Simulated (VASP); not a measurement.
# AlGa2Sb3 (P1) in VASP: single point with PBE

Aim: the single point of AlGa2Sb3 with PBE.

Program: VASP 6.6.1. These are calculated values, not measurements. Logs are shortened: lines on timing, memory, paths and dates and some standing lists are left out, and cuts for length are marked.

**1. The cell of the first run**

The typed cell holds 12 atoms: a = 4.382 Å, b = 4.384 Å, c = 21.655 Å, α = 89.98°, β = 90.02°, γ = 119.93°.

**2. Single point, PBE**

File INCAR:

```
SYSTEM = AlGa2Sb3
PREC     = Accurate       ! precision mode
ENCUT    = 520            ! plane-wave cutoff, eV
EDIFF    = 1E-6           ! SCF threshold, eV
ISMEAR   = 0              ! smearing method
SIGMA    = 0.2            ! smearing width, eV
LREAL    = .FALSE.        ! projectors in reciprocal space
LASPH    = .TRUE.         ! aspherical terms in the spheres
NELM     = 100            ! most SCF steps
ALGO     = Normal         ! electronic algorithm
ISIF     = 2              ! what is computed and relaxed
LWAVE    = .FALSE.        ! write WAVECAR
LCHARG   = .FALSE.        ! write CHGCAR
GGA      = PE             ! functional
NBANDS   = 56             ! bands
```

File KPOINTS:

```
regular mesh
0
G
  6 6 1
  0 0 0
```

File POSCAR:

```
AlGa2Sb3
1.0
    4.3815158594      0.0017901809     -0.0006454702
   -2.1892011734      3.7983110907      0.0007217334
   -0.0032129172      0.0027543107     21.6552246367
Al Ga Sb
2 4 6
Direct
   -0.0009418525     -0.0007249732      0.1665993923
    0.0005777397      0.0006773658      0.8332985357
   -0.0005469803     -0.0008077067      0.5002838851
    0.6670882127      0.3339323978      0.0002452622
    0.6661041868      0.3331954471      0.3337323938
    0.6678189591      0.3335986221      0.6667456494
   -0.0005764993     -0.0003631036      0.2916000989
    0.0010669431     -0.0000269438      0.6248443997
    0.0004111721      0.0003744266      0.9582378662
    0.6657371485      0.3329740888      0.1248429681
    0.6660522914      0.3328632287      0.4583156881
    0.6672086786      0.3343071503      0.7914538607
```

Potentials or basis: VASP PAW PBE potentials, release 64 (Al, Ga_d, Sb).

Command:

```bash
cat potpaw_PBE.64/Al/POTCAR potpaw_PBE.64/Ga_d/POTCAR potpaw_PBE.64/Sb/POTCAR > POTCAR
mpirun -np 1 vasp_std > vasp.out
```

OUTCAR:

```text
SYSTEM = AlGa2Sb3
   PREC = Accurate
   ENCUT = 520
   EDIFF = 1E-6
   ISMEAR = 0
   LREAL = .FALSE.
   LASPH = .TRUE.
   NELM = 100
   ISIF = 2
   GGA = PE

 ion  position               nearest neighbor table
   1  0.999  0.999  0.167-  10 2.69  10 2.69  10 2.69   7 2.71
   2  0.001  0.001  0.833-  12 2.69  12 2.69  12 2.69   9 2.71
   3  0.999  0.999  0.500-  11 2.69  11 2.69  11 2.69   8 2.70
   4  0.667  0.334  0.000-   9 2.69   9 2.69   9 2.69  10 2.70
   5  0.666  0.333  0.334-   7 2.69   7 2.69   7 2.69  11 2.70
   6  0.668  0.334  0.667-   8 2.69   8 2.69   8 2.69  12 2.70
   7  0.999  1.000  0.292-   5 2.69   5 2.69   5 2.69   1 2.71
   8  0.001  1.000  0.625-   6 2.69   6 2.69   6 2.69   3 2.70
   9  0.000  0.000  0.958-   4 2.69   4 2.69   4 2.69   2 2.71
  10  0.666  0.333  0.125-   1 2.69   1 2.69   1 2.69   4 2.70
  11  0.666  0.333  0.458-   3 2.69   3 2.69   3 2.69   5 2.70
  12  0.667  0.334  0.791-   2 2.69   2 2.69   2 2.69   6 2.70

  LATTYP: Found a base centered monoclinic cell.
 ALAT       =    86.9498639807
 B/A-ratio  =     0.0504559941
 C/A-ratio  =     0.2490541567
 COS(beta)  =    -0.9961841374

  Lattice vectors:

 A1 = (  -2.1827753390,   3.7928024693, -43.3097275400)
 A2 = (  -4.3750900250,  -0.0072988023, -43.3098038032)
 A3 = (  -0.0032129172,   0.0027543107,  21.6552246367)

Analysis of symmetry for initial positions (statically):
=====================================================================
 Subroutine PRICEL returns:
 Original cell was already a primitive cell.

 Routine SETGRP: Setting up the symmetry group for a
 base centered monoclinic supercell.

 Subroutine GETGRP returns: Found  1 space group operations
 (whereof  1 operations were pure point group operations)
 out of a pool of  4 trial point group operations.

The static configuration has the point symmetry C_1 .

Analysis of symmetry for dynamics (positions and initial velocities):
=====================================================================
 Subroutine PRICEL returns:
 Original cell was already a primitive cell.

 Routine SETGRP: Setting up the symmetry group for a
 base centered monoclinic supercell.

 Subroutine GETGRP returns: Found  1 space group operations
 (whereof  1 operations were pure point group operations)
 out of a pool of  4 trial point group operations.

The dynamic configuration has the point symmetry C_1 .

 Subroutine INISYM returns: Found  1 space group operations
 (whereof  1 operations are pure point group operations),
 and found     1 'primitive' translations

----------------------------------------------------------------------------------------

                                     Primitive cell

  volume of cell :     360.4789

  direct lattice vectors                    reciprocal lattice vectors
     4.381515859  0.001790181 -0.000645470     0.228177784  0.131512940  0.000017127
    -2.189201173  3.798311091  0.000721733    -0.000107547  0.263212927 -0.000033494
    -0.003212917  0.002754311 21.655224637     0.000006805 -0.000004852  0.046178234

  length of vectors
     4.381516273  4.384035748 21.655225050     0.263364301  0.263212952  0.046178235

  position of ions in fractional coordinates (direct lattice)
     0.999058148  0.999275027  0.166599392
     0.000577740  0.000677366  0.833298536
     0.999453020  0.999192293  0.500283885
     0.667088213  0.333932398  0.000245262
     0.666104187  0.333195447  0.333732394
     0.667818959  0.333598622  0.666745649
     0.999423501  0.999636896  0.291600099
     0.001066943  0.999973056  0.624844400
     0.000411172  0.000374427  0.958237866
     0.665737148  0.332974089  0.124842968
     0.666052291  0.332863229  0.458315688
     0.667208679  0.334307150  0.791453861

  ion indices of the primitive-cell ions
   primitive index   ion index
                 1           1
                 2           2
                 3           3
                 4           4
                 5           5
                 6           6
                 7           7
                 8           8
                 9           9
                10          10
                11          11
                12          12

----------------------------------------------------------------------------------------

 KPOINTS: regular mesh

Automatic generation of k-mesh.
 Grid dimensions read from file:
 generate k-points for:    6    6    1

 Generating k-lattice:

  Cartesian coordinates                     Fractional coordinates (reciprocal lattice)
     0.038029631  0.021918823  0.000002854     0.166666667  0.000000000  0.000000000
    -0.000017925  0.043868821 -0.000005582    -0.000000000  0.166666667 -0.000000000
     0.000006805 -0.000004852  0.046178234    -0.000000000  0.000000000  1.000000000

  Length of vectors
     0.043894050  0.043868825  0.046178235

  Shift w.r.t. Gamma in fractional coordinates (k-lattice)
     0.000000000  0.000000000  0.000000000

 Subroutine IBZKPT returns following result:
 ===========================================

 Found     20 irreducible k-points:

 Following reciprocal coordinates:
            Coordinates               Weight
  0.000000  0.000000  0.000000      1.000000
  0.166667 -0.000000 -0.000000      2.000000
  0.333333 -0.000000 -0.000000      2.000000
  0.500000 -0.000000 -0.000000      1.000000
 -0.000000  0.166667 -0.000000      2.000000
  0.166667  0.166667 -0.000000      2.000000
[... 12 lines left out ...]
  0.333333  0.500000 -0.000000      2.000000
  0.500000  0.500000 -0.000000      1.000000
   k-points           NKPTS =     20   k-points in BZ     NKDIM =     20   number of bands    NBANDS=     56
   number of dos      NEDOS =    301   number of ions     NIONS =     12
   total plane-waves  NPLWV = 209952
   dimension x,y,z NGX =    36 NGY =   36 NGZ =  162
   dimension x,y,z NGXF=    72 NGYF=   72 NGZF=  324
   ions per type =               2   4   6
   NGX,Y,Z   is equivalent  to a cutoff of  13.66, 13.65, 12.44 a.u.
   NGXF,Y,Z  is equivalent  to a cutoff of  27.32, 27.30, 24.87 a.u.
 SYSTEM =  AlGa2Sb3
   PREC   = accura    normal or accurate (medium, high low for compatibility)
   ISTART =      0    job   : 0-new  1-cont  2-samecut
   ICHARG =      2    charge: 1-file 2-atom 10-const
   ISPIN  =      1    spin polarized calculation?
   LNONCOLLINEAR =      F non collinear calculations
   LSORBIT =      F    spin-orbit coupling
   LASPH  =      T    aspherical Exc in radial PAW
   ENCUT  =  520.0 eV  38.22 Ry    6.18 a.u.   8.15  8.15 40.26*2*pi/ulx,y,z
   NELM   =    100;   NELMIN=  2; NELMDL= -5     # of ELM steps
   EDIFF  = 0.1E-05   stopping-criterion for ELM
   LREAL  =      F    real-space projection
   EDIFFG = 0.1E-04   stopping-criterion for IOM
   NSW    =      0    number of steps for IOM
   IBRION =     -1    ionic relax: 0-MD 1-quasi-New 2-CG
   NFREE  =      0    steps in history (QN), initial steepest desc. (CG)
   ISIF   =      2    stress and relaxation
   ISYM   =      2    0-nonsym 1-usesym 2-fastsym
   POTIM  = 0.5000    time-step for ionic-motion
   TEBEG  =    0.0;   TEEND  =   0.0 temperature during run
   PSTRESS=    0.0 pullay stress
   NELECT =      88.0000    total number of electrons
   NUPDOWN=      -1.0000    fix difference up-down
   EMIN   =  10.00;   EMAX   =-10.00  energy-range for DOS
   EFERMI =   0.00;   METHOD = LEGACY
   ISMEAR =     0;   SIGMA  =   0.20  broadening in eV -4-tet -1-fermi 0-gaus
   EFERMI_NEDOS =   21; number of points for ismear=-14 and -15
   IALGO  =     38    algorithm
   IMIX   =      4    mixing-type and parameters
     AMIX     =   0.40;   BMIX     =  1.00
     AMIX_MAG =   1.60;   BMIX_MAG =  1.00
  volume/ion in A,a.u.               =      30.04       202.72
  Fermi-wavevector in a.u.,A,eV,Ry     =   1.023157  1.933487 14.243273  1.046851
  Thomas-Fermi vector in A             =   2.156876
   LORBIT       =      0    0 simple, 1 ext, 2 COOP (PROOUT), +10 PAW based schemes
   GGA     = PE    functional components
   LHFCALC =     F    Hartree Fock is set to
   AEXX    =    0.0000 exact exchange contribution
   IVDW    =     0    specifies the selected vdW correction
   LEPSILON=     F    determine dielectric tensor
   LRPA    =     F    only Hartree local field effects (RPA)
 non-spin polarized calculation
 Gauss-broadening in eV      SIGMA  =   0.20
  energy-cutoff  :      520.00
  volume of cell :      360.48
 maximum number of plane-waves:      9736
 NGX is ok and might be reduce to    36
   NGX = 17   NGY = 17   NGZ = 81

 number of electron      87.9999995 magnetization

 Free energy of the ion-electron system (eV)
  ---------------------------------------------------
  ext. energy  EPLUGINS =         0.00000000
  ---------------------------------------------------
  free energy    TOTEN  =       -45.67634962 eV

  energy without entropy =      -45.66631882  energy(sigma->0) =      -45.67133422

 E-fermi :   4.5795     XC(G=0):  -8.7444

 val. band max:        4.5248122407   @ k =   0.0000   0.0000   0.0000
 cond. band min:       4.8320854658   @ k =   0.0000   0.0000   0.0000
 fundamental gap:      0.3072732251
 Fermi energy:         4.5795011001

 k-point     1 :       0.0000    0.0000    0.0000
  band No.  band energies     occupation
      1     -10.4733      2.00000
      2     -10.4608      2.00000
      3     -10.4531      2.00000
      4     -10.4530      2.00000
      5     -10.4495      2.00000
      6     -10.4495      2.00000
[... 48 lines left out ...]
     55       7.4938      0.00000
     56       7.5517      0.00000

 k-point     2 :       0.1667   -0.0000   -0.0000
  band No.  band energies     occupation
      1     -10.4769      2.00000
      2     -10.4647      2.00000
      3     -10.4541      2.00000
      4     -10.4508      2.00000
      5     -10.4503      2.00000
      6     -10.4495      2.00000
[... 1055 lines left out ...]
  band No.  band energies     occupation
      1     -10.4876      2.00000
      2     -10.4805      2.00000
      3     -10.4613      2.00000
      4     -10.4605      2.00000
      5     -10.4484      2.00000
      6     -10.4438      2.00000
[... 48 lines left out ...]
     55       7.8252      0.00000
     56       8.1321      0.00000

------------------------ aborting loop because EDIFF is reached ----------------------------------------

  FORCE on cell =-STRESS in cart. coord.  units (eV):
  Direction    XX          YY          ZZ          XY          YZ          ZX
  --------------------------------------------------------------------------------------
  -------------------------------------------------------------------------------------
  Total        0.4702305      0.3084484      0.3014175     -0.0511391     -0.0117168      0.0139936
  in kB        2.0899772      1.3709236      1.3396740     -0.2272920     -0.0520764      0.0621955
  external PRESSURE =       1.6001916 kB  Pullay stress =       0.0000000 kB

 VOLUME and BASIS-vectors are now :
 -----------------------------------------------------------------------------
  energy-cutoff  :      520.00
  volume of cell :      360.48
      direct lattice vectors                 reciprocal lattice vectors
     4.381515859  0.001790181 -0.000645470     0.228177784  0.131512940  0.000017127
    -2.189201173  3.798311091  0.000721733    -0.000107547  0.263212927 -0.000033494
    -0.003212917  0.002754311 21.655224637     0.000006805 -0.000004852  0.046178234

 POSITION                                       TOTAL-FORCE (eV/Angst)
 -----------------------------------------------------------------------------------
      2.18924      3.79780      3.60782         0.000836      0.001453      0.005647
     -0.00163      0.00487     18.04527        -0.000454     -0.000858     -0.000207
      2.19008      3.79841     10.83384         0.000533      0.001857      0.000249
      2.19181      1.26957      0.00512        -0.001467     -0.001227     -0.001292
      2.18804      1.26769      7.22686         0.000442      0.000370     -0.004173
      2.19360      1.27014     14.43834        -0.001717      0.000367     -0.001827
      2.18965      3.79952      6.31474         0.000633     -0.001257      0.008781
     -2.18647      3.79993     13.53187        -0.001235     -0.001033      0.000362
     -0.00210      0.00406     20.75086         0.000929     -0.000528      0.009045
      2.18759      1.26627      2.70331         0.000619      0.001137     -0.008714
      2.18814      1.26677      9.92474         0.000331      0.000286     -0.000519
      2.18898      1.27318     17.13892         0.000550     -0.000566     -0.007353
 -----------------------------------------------------------------------------------
    total drift:                                0.000155     -0.002094     -0.001726

  FREE ENERGIE OF THE ION-ELECTRON SYSTEM (eV)
  ---------------------------------------------------
  free  energy   TOTEN  =       -45.6763496213 eV

  energy  without entropy=      -45.6663188199  energy(sigma->0) =      -45.67133422
```

It took 6.4 min on 1 thread of AMD EPYC 7R13 (Zen 3), shared host; peak memory 0.67 GiB.

What came out:

* Free energy: -45.6763 eV
* Pressure: 0.2 GPa
* Largest force: 0.009 eV/Å

Forces in eV/Å, atoms in the order of the input:
```
Al   0.001  0.001  0.006
Al   0.000 -0.001  0.000
Ga   0.001  0.002  0.000
Ga  -0.001 -0.001 -0.001
Ga   0.000  0.000 -0.004
Ga  -0.002  0.000 -0.002
Sb   0.001 -0.001  0.009
Sb  -0.001 -0.001  0.000
Sb   0.001 -0.001  0.009
Sb   0.001  0.001 -0.009
Sb   0.000  0.000 -0.001
Sb   0.001 -0.001 -0.007
```

Caveat: spin-orbit coupling is left out, which moves the levels of the heavy elements.
